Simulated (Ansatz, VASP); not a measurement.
# BaNa3 in VASP and in Ansatz

```
Na Ba
1.0
     5.72118    0.00000    0.00000
     0.00000    5.72118    0.00000
     0.00000    0.00000    5.72118
Na Ba
3 1
Direct
  0.00000 0.50000 0.50000
  0.50000 0.00000 0.50000
  0.50000 0.50000 0.00000
  0.00000 0.00000 0.00000
```

Alike in both runs: functional PBE; k mesh 4 × 4 × 4; occupations gaussian, width 0.1 eV; no spin polarisation.

Ansatz relaxed the structure, and its values are those at the end. VASP's run is a single point on that final structure, the one shown.

|  | VASP | Ansatz |
| --- | --- | --- |
| version | VASP 6.6.1 | Ansatz 0.2.0 |
| potentials or method | VASP PAW PBE potentials, release 64 (Na_pv, Ba_sv), cutoff 520 eV | scalar-relativistic, plane waves, PAW |
| valence electrons in the cell | 31 | 37 |

|  | VASP | Ansatz | Ansatz less VASP |
| --- | --- | --- | --- |
| gap on the k mesh at the Fermi level (eV) | none | none | - |
| pressure (GPa) | 0.0 | 0.0 | 0.00 |

A gap of «none» marks a metal or a gap that the smearing closes. VASP's potentials hold 31 valence electrons a cell and Ansatz's 37, so a difference there can come from the potentials and not from the codes.

Spin-orbit coupling is off throughout.
